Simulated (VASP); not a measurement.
# AlN (Cc) in VASP: a series of runs

Runs on AlN. Level: LDA. Tasks: relaxation of the atoms.

Everything below comes from runs of VASP 6.6.1. Logs are shortened: lines on timing, memory, paths and dates and some standing lists are left out, and cuts for length are marked.

## Step 1: The cell of the first run

Symmetry: Cc, No. 9, monoclinic system. Conventional cell: a = 3.123 Å, b = 5.350 Å, c = 4.868 Å, α = 90.00°, β = 107.29°, γ = 90.00°. Within 2.3 Å of Al (site symmetry 1) lie 4 N at 1.74 to 2.02 Å. N (site symmetry 1) has 4 Al at 1.74 to 2.02 Å within 2.3 Å.

## Step 2: Relaxation of the atoms, LDA (engineering shear strain xz -0.3000, normal strain along z -0.0267)

The input, INCAR:

```
ALGO = Normal ; EDIFF = 1E-6
EDIFFG = -0.01 ; ENCUT = 520
GGA = CA ; IBRION = 2
ISIF = 2 ; ISMEAR = 0
LASPH = True ; LCHARG = False
LREAL = False ; LWAVE = False
NELM = 60 ; NSW = 50
PREC = Accurate ; SIGMA = 0.05
```

The input, KPOINTS:

```
k-points
0
Gamma
  9 9 6
```

The input, POSCAR:

```
AlN
1.0
    3.0886152983      0.0000000000     -0.4632922947
   -1.5443076491      2.6748193108      0.2316461474
   -0.7415376399      0.0000000000      4.8115905661
Al N
2 2
Direct
    0.3333333333      0.6666666667      0.0015210172
    0.6666666667      0.3333333333      0.5015210172
    0.3333333333      0.6666666667      0.3834789828
    0.6666666667      0.3333333333      0.8834789828
```

Potentials or basis: VASP PAW LDA potentials, release 64 (Al, N).

Run with:

```sh
$ cat potpaw_LDA.64/Al/POTCAR potpaw_LDA.64/N/POTCAR > POTCAR
$ mpirun -np 1 vasp_std > vasp.out
```

OUTCAR:

```text
EDIFF = 1E-6
   EDIFFG = -0.01
   ENCUT = 520
   GGA = CA
   IBRION = 2
   ISIF = 2
   ISMEAR = 0
   LASPH = True
   LREAL = False
   NELM = 60
   NSW = 50
   PREC = Accurate

 ion  position               nearest neighbor table
   1  0.333  0.667  0.002-   4 1.74   3 1.86   4 1.87   4 2.02   2 2.63   2 2.63   2 3.02   2 3.02

   2  0.667  0.333  0.502-   3 1.74   4 1.86   3 1.87   3 2.02   1 2.63   1 2.63   1 3.02   1 3.02

   3  0.333  0.667  0.383-   2 1.74   1 1.86   2 1.87   2 2.02
   4  0.667  0.333  0.883-   1 1.74   2 1.86   1 1.87   1 2.02

  LATTYP: Found a base centered monoclinic cell.
 ALAT       =     3.1231689373
 B/A-ratio  =     1.7128880086
 C/A-ratio  =     1.5588001569
 COS(beta)  =    -0.2972410183

  Lattice vectors:

 A1 = (   1.5443076491,  -2.6748193108,  -0.2316461474)
 A2 = (   1.5443076492,   2.6748193108,  -0.2316461473)
 A3 = (  -0.7415376399,   0.0000000000,   4.8115905661)

Analysis of symmetry for initial positions (statically):
=====================================================================
 Subroutine PRICEL returns:
 Original cell was already a primitive cell.

 Routine SETGRP: Setting up the symmetry group for a
 base centered monoclinic supercell.

 Subroutine GETGRP returns: Found  2 space group operations
 (whereof  1 operations were pure point group operations)
 out of a pool of  4 trial point group operations.

The static configuration has the point symmetry C_1 .
 The point group associated with its full space group is C_1h.

Analysis of symmetry for dynamics (positions and initial velocities):
=====================================================================
 Subroutine PRICEL returns:
 Original cell was already a primitive cell.

 Routine SETGRP: Setting up the symmetry group for a
 base centered monoclinic supercell.

 Subroutine GETGRP returns: Found  2 space group operations
 (whereof  1 operations were pure point group operations)
 out of a pool of  4 trial point group operations.

The dynamic configuration has the point symmetry C_1 .
 The point group associated with its full space group is C_1h.

 Subroutine INISYM returns: Found  2 space group operations
 (whereof  1 operations are pure point group operations),
 and found     1 'primitive' translations

----------------------------------------------------------------------------------------

                                     Primitive cell

  volume of cell :      38.8320

  direct lattice vectors                    reciprocal lattice vectors
     3.088615298  0.000000000 -0.463292295     0.331431462  0.186928514  0.051078516
    -1.544307649  2.674819311  0.231646147     0.000000000  0.373857029  0.000000000
[... 123 lines left out ...]
  energy-cutoff  :      520.00
  volume of cell :       38.83
 maximum number of plane-waves:      1059
   NGX = 11   NGY = 11   NGZ = 19

--------------------------------------- Ionic step        1  -------------------------------------------

 number of electron      16.0000001 magnetization

 Free energy of the ion-electron system (eV)
  ---------------------------------------------------
  ext. energy  EPLUGINS =         0.00000000
  ---------------------------------------------------
  free energy    TOTEN  =       -31.11900341 eV

  energy without entropy =      -31.11900341  energy(sigma->0) =      -31.11900341

------------------------ aborting loop because EDIFF is reached ----------------------------------------

  FORCE on cell =-STRESS in cart. coord.  units (eV):
  Direction    XX          YY          ZZ          XY          YZ          ZX
  --------------------------------------------------------------------------------------
  -------------------------------------------------------------------------------------
  Total        1.4627974      1.9612093      7.1813277      0.0000000      0.0000000     10.2022279
  in kB       60.3539046     80.9179992    296.2961078      0.0000000      0.0000000    420.9361478
  external PRESSURE =     145.8560039 kB  Pullay stress =       0.0000000 kB
[... 95 lines left out ...]
  FREE ENERGIE OF THE ION-ELECTRON SYSTEM (eV)
  ---------------------------------------------------
  free  energy   TOTEN  =       -31.3817263499 eV

  energy  without entropy=      -31.3817263499  energy(sigma->0) =      -31.38172635

[... ionic steps 4 to 9 ...]

--------------------------------------- Ionic step       10  -------------------------------------------

 number of electron      16.0000002 magnetization

------------------------ aborting loop because EDIFF is reached ----------------------------------------
[... 71 lines left out ...]
--------------------------------------- Ionic step       12  -------------------------------------------

 number of electron      16.0000002 magnetization

 Free energy of the ion-electron system (eV)
  ---------------------------------------------------
  ext. energy  EPLUGINS =         0.00000000
  ---------------------------------------------------
  free energy    TOTEN  =       -31.40065071 eV

  energy without entropy =      -31.40065071  energy(sigma->0) =      -31.40065071

 E-fermi :   8.1264     XC(G=0): -11.6223

 val. band max:        7.8814552400   @ k =   0.0000   0.0000   0.0000
 cond. band min:      10.5440900923   @ k =   0.0000   0.0000   0.0000
 fundamental gap:      2.6626348523
 Fermi energy:         8.1263799886

 k-point     1 :       0.0000    0.0000    0.0000
  band No.  band energies     occupation
      1      -8.7593      2.00000
      2      -5.8706      2.00000
      3       0.6002      2.00000
      4       5.4886      2.00000
      5       5.9070      2.00000
      6       5.9326      2.00000
      7       6.5198      2.00000
      8       7.8815      2.00000
      9      10.5441      0.00000
     10      13.0304      0.00000
     11      16.0514      0.00000
     12      16.9811      0.00000
[... 331 lines left out ...]
 k-point    24 :       0.0000    0.4444    0.0000
  band No.  band energies     occupation
      1      -6.6637      2.00000
      2      -5.5830      2.00000
      3       1.3813      2.00000
      4       2.4712      2.00000
      5       3.1669      2.00000
      6       4.3731      2.00000
      7       4.9009      2.00000
      8       6.2503      2.00000
      9      11.6082      0.00000
     10      12.3546      0.00000
     11      14.5761      0.00000
     12      16.0110      0.00000

 [... further k-points ...]
[... 5 lines left out ...]
  --------------------------------------------------------------------------------------
  -------------------------------------------------------------------------------------
  Total       -2.9352415      2.2553656      6.9662271      0.0000000      0.0000000      8.1788379
  in kB     -121.1058250     93.0546669    287.4212212      0.0000000      0.0000000    337.4526158
  external PRESSURE =      86.4566877 kB  Pullay stress =       0.0000000 kB
[... 19 lines left out ...]
  FREE ENERGIE OF THE ION-ELECTRON SYSTEM (eV)
  ---------------------------------------------------
  free  energy   TOTEN  =       -31.4006507052 eV

  energy  without entropy=      -31.4006507052  energy(sigma->0) =      -31.40065071

 reached required accuracy - stopping structural energy minimisation
```

Wall time 3.4 min (1 thread of Intel Xeon Platinum 8275CL at 3.00GHz (Skylake/Cascade Lake), shared host); peak memory 0.18 GiB.

Results:

* Free energy: -31.4007 eV
* Energy gained by relaxing: 70.4 meV/atom
* Ionic steps: 12
* Pressure after relaxing: 8.6 GPa
* Largest force after relaxing: 0.007 eV/Å
* Band gap on the k mesh: 2.66 eV

Forces on the atoms (eV/Å):
```
Al  -0.005 -0.001 -0.001
Al  -0.005  0.001 -0.001
N    0.005 -0.005  0.001
N    0.005  0.005  0.001
```

Step by step:
| step | energy change (eV) | largest force (eV/Å) | pressure (GPa) |
| --- | --- | --- | --- |
| 1 | 0.0000 | 2.5676 | 14.59 |
| 2 | -0.0276 | 2.3352 | 10.19 |
| 3 | -0.2627 | 0.4914 | 9.95 |
| 4 | -0.2766 | 0.2002 | 8.77 |
| 5 | -0.2767 | 0.1780 | 8.83 |
| 6 | -0.2787 | 0.0929 | 8.62 |
| 7 | -0.2789 | 0.1358 | 8.52 |
| 8 | -0.2806 | 0.0800 | 8.56 |
| 9 | -0.2816 | 0.0233 | 8.61 |
| 10 | -0.2816 | 0.0231 | 8.61 |
| 11 | -0.2816 | 0.0201 | 8.66 |
| 12 | -0.2816 | 0.0074 | 8.65 |

Final structure:
```yaml
crystal:
  lattice:
    - [3.08862, 0.00000, -0.46329]
    - [-1.54431, 2.67482, 0.23165]
    - [-0.74154, 0.00000, 4.81159]
  atoms:
    - { symbol: Al, position: [0.35181, 0.66433, 0.00524] }
    - { symbol: Al, position: [0.68748, 0.33567, 0.50524] }
    - { symbol: N, position: [0.32437, 0.68803, 0.37976] }
    - { symbol: N, position: [0.63634, 0.31197, 0.87976] }
```

Caveat: the cell differs from its parent crystal (engineering shear strain xz -0.3000, normal strain along z -0.0267).

## Step 3: Relaxation of the atoms, LDA (engineering shear strain xz -0.1000, normal strain along z -0.0400)

The input, INCAR:

```
PREC     = Accurate       # precision mode
ENCUT    = 520            # plane-wave cutoff, eV
EDIFF    = 1E-6           # SCF threshold, eV
ISMEAR   = 0              # smearing method
SIGMA    = 0.05           # smearing width, eV
LREAL    = F              # projectors in reciprocal space
LASPH    = T              # aspherical terms in the spheres
NELM     = 100            # most SCF steps
ALGO     = Normal         # electronic algorithm
ISIF     = 2              # what is computed and relaxed
LWAVE    = F              # write WAVECAR
LCHARG   = F              # write CHGCAR
IBRION   = 2              # ionic algorithm
NSW      = 50             # ionic steps
EDIFFG   = -0.01          # ionic threshold
```

The input, KPOINTS:

```
Automatic mesh
0
Gamma
  9 9 6
```

The input, POSCAR:

```
AlN
1.0
    3.0886152983      0.0000000000     -0.1544307649
   -1.5443076491      2.6748193108      0.0772153825
   -0.2471792133      0.0000000000      4.7458408954
Al N
2 2
Direct
    0.3333333333      0.6666666667      0.0015210172
    0.6666666667      0.3333333333      0.5015210172
    0.3333333333      0.6666666667      0.3834789828
    0.6666666667      0.3333333333      0.8834789828
```

Potentials or basis: VASP PAW LDA potentials, release 64 (Al, N).

Run with:

```sh
$ cat potpaw_LDA.64/Al/POTCAR potpaw_LDA.64/N/POTCAR > POTCAR
$ mpirun -np 1 vasp_std > vasp.out
```

It took 2.4 min on 1 thread of Intel Xeon Platinum 8275CL at 3.00GHz (Skylake/Cascade Lake), shared host; peak memory 0.18 GiB.

The run converged. Its results:

```yaml
Free_energy: -32.5870 eV
Energy_gained_by_relaxing: 13.0 meV/atom
Ionic_steps: 10
Pressure_after_relaxing: 9.5 GPa
Largest_force_after_relaxing: 0.005 eV/Å
Band_gap_on_the_k_mesh: 4.19 eV
```

Forces on the atoms (eV/Å):
```
Al   0.002 -0.003  0.003
Al   0.002  0.003  0.003
N   -0.002  0.002 -0.003
N   -0.002 -0.002 -0.003
```

Stress tensor (GPa, compression positive):
```
 4.48  0.00 13.19
 0.00  7.03  0.00
13.19  0.00 17.02
```

The path:
| step | energy change (eV) | largest force (eV/Å) | pressure (GPa) |
| --- | --- | --- | --- |
| 1 | 0.0000 | 0.9393 | 11.01 |
| 2 | -0.0323 | 0.5765 | 9.15 |
| 3 | -0.0516 | 0.0990 | 9.55 |
| 4 | -0.0519 | 0.0553 | 9.50 |
| 5 | -0.0520 | 0.0135 | 9.51 |
| 6 | -0.0520 | 0.0158 | 9.51 |
| 7 | -0.0521 | 0.0126 | 9.51 |
| 8 | -0.0521 | 0.0153 | 9.51 |
| 9 | -0.0521 | 0.0129 | 9.51 |
| 10 | -0.0521 | 0.0050 | 9.51 |

Final structure:
```
Al N
1.0
     3.08862    0.00000   -0.15443
    -1.54431    2.67482    0.07722
    -0.24718    0.00000    4.74584
Al N
2 2
Cartesian
  -0.2292 1.7833 4.7318
  1.4387 0.8916 2.2817
  -0.1131 1.7891 1.8412
  1.3076 0.8857 4.1369
```

Levels at points of the mesh, in eV from the valence-band top:
```tsv
k point	band 6	band 7	band 8	band 9	band 10	band 11
(0.00, 0.00, 0.00)	-1.00	-0.83	0.00	4.19	6.21	10.39
(0.00, 0.00, 0.50)	-1.41	-1.07	-1.07	6.21	6.21	10.29
```

Caveat: the cell differs from its parent crystal (engineering shear strain xz -0.1000, normal strain along z -0.0400).
